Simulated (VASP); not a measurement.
# AlN (P6_3/mmc) in VASP: further runs, part 2 of 2

VASP 6.6.1.

### 3 Single point, PBE

This run uses another cell than the first one, of 10.55 Å³/atom, 0.996 times its volume.

INCAR

```
ALGO = Normal
EDIFF = 1E-6
ENCUT = 520
GGA = PE
ISIF = 2
ISMEAR = 0
LASPH = T
LCHARG = T
LELF = T
LREAL = F
LVHAR = T
LWAVE = F
NBANDS = 16
NELM = 60
PREC = Accurate
SIGMA = 0.05
```

KPOINTS

```
k-points
0
Gamma
  9 9 6
```

POSCAR

```
AlN
1.0
    3.3134793403      0.0000000000      0.0000000000
   -1.6567396702      2.8695572836      0.0000000000
    0.0000000000      0.0000000000      4.4388000000
Al N
2 2
Direct
    0.3333333333      0.6666666667      0.7500000000
    0.6666666667      0.3333333333      0.2500000000
    0.3333333333      0.6666666667      0.2500000000
    0.6666666667      0.3333333333      0.7500000000
```

Potentials or basis: VASP PAW PBE potentials, release 64 (Al, N).

Started as:

```sh
cat potpaw_PBE.64/Al/POTCAR potpaw_PBE.64/N/POTCAR > POTCAR
mpirun -np 1 vasp_std > vasp.out
```

OUTCAR:

```text
EDIFF = 1E-6
   ENCUT = 520
   GGA = PE
   ISIF = 2
   ISMEAR = 0
   LASPH = T
   LREAL = F
   NELM = 60
   PREC = Accurate

 ion  position               nearest neighbor table
   1  0.333  0.667  0.750-   4 1.91   4 1.91   4 1.91   3 2.22   3 2.22   2 2.93   2 2.93   2 2.93
                             2 2.93   2 2.93   2 2.93
   2  0.667  0.333  0.250-   3 1.91   3 1.91   3 1.91   4 2.22   4 2.22   1 2.93   1 2.93   1 2.93
                             1 2.93   1 2.93   1 2.93
   3  0.333  0.667  0.250-   2 1.91   2 1.91   2 1.91   1 2.22   1 2.22
   4  0.667  0.333  0.750-   1 1.91   1 1.91   1 1.91   2 2.22   2 2.22

  LATTYP: Found a hexagonal cell.
 ALAT       =     3.3134793403
 C/A-ratio  =     1.3396190361

  Lattice vectors:

 A1 = (   3.3134793403,   0.0000000000,   0.0000000000)
 A2 = (  -1.6567396702,   2.8695572836,   0.0000000000)
 A3 = (   0.0000000000,   0.0000000000,   4.4388000000)

Analysis of symmetry for initial positions (statically):
=====================================================================
 Subroutine PRICEL returns:
 Original cell was already a primitive cell.

 Routine SETGRP: Setting up the symmetry group for a
 hexagonal supercell.

 Subroutine GETGRP returns: Found 24 space group operations
 (whereof 12 operations were pure point group operations)
 out of a pool of 24 trial point group operations.

The static configuration has the point symmetry D_3d.
 The point group associated with its full space group is D_6h.

Analysis of symmetry for dynamics (positions and initial velocities):
=====================================================================
 Subroutine PRICEL returns:
 Original cell was already a primitive cell.

 Routine SETGRP: Setting up the symmetry group for a
 hexagonal supercell.

[... 122 lines left out ...]
   EMIN   =  10.00;   EMAX   =-10.00  energy-range for DOS
   EFERMI =   0.00;   METHOD = LEGACY
   ISMEAR =     0;   SIGMA  =   0.05  broadening in eV -4-tet -1-fermi 0-gaus
   EFERMI_NEDOS =   21; number of points for ismear=-14 and -15
   IALGO  =     38    algorithm
   IMIX   =      4    mixing-type and parameters
     AMIX     =   0.40;   BMIX     =  1.00
     AMIX_MAG =   1.60;   BMIX_MAG =  1.00
  volume/ion in A,a.u.               =      10.55        71.20
  Fermi-wavevector in a.u.,A,eV,Ry     =   1.184841  2.239024 19.100500  1.403847
  Thomas-Fermi vector in A             =   2.321047
   LORBIT       =      0    0 simple, 1 ext, 2 COOP (PROOUT), +10 PAW based schemes
   GGA     = PE    functional components
   LHFCALC =     F    Hartree Fock is set to
   AEXX    =    0.0000 exact exchange contribution
   IVDW    =     0    specifies the selected vdW correction
   LEPSILON=     F    determine dielectric tensor
   LRPA    =     F    only Hartree local field effects (RPA)
 non-spin polarized calculation
 Gauss-broadening in eV      SIGMA  =   0.05
  energy-cutoff  :      520.00
  volume of cell :       42.21
 maximum number of plane-waves:      1157
 NGX is ok and might be reduce to    28
   NGX = 13   NGY = 13   NGZ = 17

 number of electron      16.0000001 magnetization

 Free energy of the ion-electron system (eV)
  ---------------------------------------------------
  ext. energy  EPLUGINS =         0.00000000
  ---------------------------------------------------
  free energy    TOTEN  =       -29.22338735 eV

  energy without entropy =      -29.22338735  energy(sigma->0) =      -29.22338735

 E-fermi :   7.6839     XC(G=0): -10.9054

 val. band max:        7.4891744512   @ k =   0.0000   0.0000   0.0000
 cond. band min:      10.1499980832   @ k =   0.0000   0.0000   0.0000
 fundamental gap:      2.6608236320
 Fermi energy:         7.6839014164

 k-point     1 :       0.0000    0.0000    0.0000
  band No.  band energies     occupation
      1      -9.0116      2.00000
      2      -5.9804      2.00000
      3       0.7241      2.00000
      4       4.3584      2.00000
      5       4.3584      2.00000
      6       5.6834      2.00000
[... 433 lines left out ...]
      3       1.1720      2.00000
      4       1.9154      2.00000
      5       1.9154      2.00000
      6       4.0783      2.00000
[... 8 lines left out ...]
     15      18.0942      0.00000
     16      19.6619      0.00000

 [... further k-points ...]
[... 5 lines left out ...]
  --------------------------------------------------------------------------------------
  -------------------------------------------------------------------------------------
  Total       -1.8806619     -1.8806619     -2.9934665      0.0000000     -0.0000000      0.0000000
  in kB      -71.3931535    -71.3931535   -113.6371277      0.0000000     -0.0000000      0.0000000
  external PRESSURE =     -85.4744782 kB  Pullay stress =       0.0000000 kB

 VOLUME and BASIS-vectors are now :
 -----------------------------------------------------------------------------
  energy-cutoff  :      520.00
  volume of cell :       42.21
      direct lattice vectors                 reciprocal lattice vectors
     3.313479340  0.000000000  0.000000000     0.301797566  0.174242906  0.000000000
    -1.656739670  2.869557284  0.000000000     0.000000000  0.348485812  0.000000000
     0.000000000  0.000000000  4.438800000     0.000000000  0.000000000  0.225286113

 POSITION                                       TOTAL-FORCE (eV/Angst)
 -----------------------------------------------------------------------------------
     -0.00000      1.91304      3.32910        -0.000000     -0.000000     -0.000000
      1.65674      0.95652      1.10970         0.000000     -0.000000     -0.000000
     -0.00000      1.91304      1.10970         0.000000      0.000000      0.000000
      1.65674      0.95652      3.32910         0.000000     -0.000000      0.000000
 -----------------------------------------------------------------------------------
    total drift:                               -0.000000      0.000000      0.000000

  FREE ENERGIE OF THE ION-ELECTRON SYSTEM (eV)
  ---------------------------------------------------
  free  energy   TOTEN  =       -29.2233873459 eV

  energy  without entropy=      -29.2233873459  energy(sigma->0) =      -29.22338735
```

OSZICAR:

```text
N       E                     dE             d eps       ncg     rms          rms(c)
DAV:   1     0.447125756197E+02    0.44713E+02   -0.73594E+03  1536   0.895E+02
DAV:   2    -0.298550496659E+02   -0.74568E+02   -0.68158E+02  2264   0.187E+02
DAV:   3    -0.335719249397E+02   -0.37169E+01   -0.37044E+01  1792   0.429E+01
DAV:   4    -0.335948222940E+02   -0.22897E-01   -0.22895E-01  1928   0.384E+00
DAV:   5    -0.335951345077E+02   -0.31221E-03   -0.31221E-03  1856   0.448E-01    0.115E+01
DAV:   6    -0.292227879534E+02    0.43723E+01   -0.93655E+00  1960   0.226E+01    0.382E+00
DAV:   7    -0.292407342819E+02   -0.17946E-01   -0.63643E-01  1632   0.560E+00    0.279E+00
DAV:   8    -0.292307549807E+02    0.99793E-02   -0.79255E-02  1592   0.255E+00    0.893E-01
DAV:   9    -0.292228745404E+02    0.78804E-02   -0.15103E-02  1944   0.994E-01    0.289E-01
DAV:  10    -0.292234862370E+02   -0.61170E-03   -0.30550E-03  1680   0.359E-01    0.159E-01
DAV:  11    -0.292233842341E+02    0.10200E-03   -0.20206E-04  1760   0.115E-01    0.418E-02
DAV:  12    -0.292233876545E+02   -0.34204E-05   -0.16440E-05  1656   0.320E-02    0.679E-03
DAV:  13    -0.292233873459E+02    0.30858E-06   -0.50179E-06  1864   0.168E-02
   1 F= -.29223387E+02 E0= -.29223387E+02  d E =-.150184E-10
```

Run time: 15 s. Hardware: 1 thread of Intel Xeon 6975P-C (Granite Rapids), shared host; peak memory 0.17 GiB.

Results:

```
Free energy            : -29.2234 eV
Pressure               : -8.5 GPa
Band gap on the k mesh : 2.66 eV, direct
```

### 4 Single point, PBE

This run uses another cell than the first one, of 10.71 Å³/atom, 1.011 times its volume.

INCAR

```
  ALGO = Normal
  EDIFF = 1E-6
  ENCUT = 520
  GGA = PE
  ISIF = 2
  ISMEAR = 0
  LASPH = T
  LCHARG = T
  LELF = T
  LREAL = F
  LVHAR = T
  LWAVE = F
  NBANDS = 16
  NELM = 100
  PREC = Accurate
  SIGMA = 0.05
```

KPOINTS is that of step 3.

POSCAR

```
AlN
1.0
    3.4377000000      0.0000000000      0.0000000000
   -1.7188500000      2.9771355306      0.0000000000
    0.0000000000      0.0000000000      4.1875902404
Al N
2 2
Direct
    0.3333333333      0.6666666667      0.7500000000
    0.6666666667      0.3333333333      0.2500000000
    0.3333333333      0.6666666667      0.2500000000
    0.6666666667      0.3333333333      0.7500000000
```

Started as:

```sh
cat potpaw_PBE.64/Al/POTCAR potpaw_PBE.64/N/POTCAR > POTCAR
mpirun -np 1 vasp_std > vasp.out
```

It took 15 s on 1 thread of Intel Xeon 6975P-C (Granite Rapids), shared host; peak memory 0.17 GiB.

The run converged. Its results:

```
Free energy            : -29.1538 eV
Pressure               : -13.7 GPa
Band gap on the k mesh : 2.84 eV, direct
```

Stress tensor (GPa, compression positive):
```
-15.95   0.00   0.00
  0.00 -15.95   0.00
  0.00   0.00  -9.33
```

Levels at points of the mesh, in eV from the valence-band top:
```
           k point  band 4  band 5  band 6  band 7  band 8  band 9  band 10  band 11  band 12  band 13
(0.00, 0.00, 0.00)   -3.00   -3.00   -1.23   -1.23    0.00    2.84     3.84     7.82     7.82    10.81
(0.00, 0.00, 0.50)   -3.50   -2.16   -2.16   -2.16   -2.16    5.35     5.35     7.99     7.99     7.99
```

A hybrid or GW would open this gap; PBE tends to underestimate it.

### 5 The runs side by side

| cell | gap on the mesh (eV) | pressure (GPa) |
| --- | --- | --- |
| a = 3.231, b = 3.231, c = 4.690 Å, angles 90.0, 90.0, 120.0°, 4 atoms | 2.52 | -3.1 |
| a = 3.313, b = 3.313, c = 4.439 Å, angles 90.0, 90.0, 120.0°, 4 atoms | 2.66 | -8.5 |
| a = 3.438, b = 3.438, c = 4.188 Å, angles 90.0, 90.0, 120.0°, 4 atoms | 2.84 | -13.7 |

Alike in all rows: task single point; level PBE; potentials or basis VASP PAW PBE potentials, release 64 (Al, N); no spin polarisation; k mesh 9 × 9 × 6; cutoff (eV) 520; smearing gaussian 0.05 eV.

Absolute energies hang on the potentials; compare differences alone.
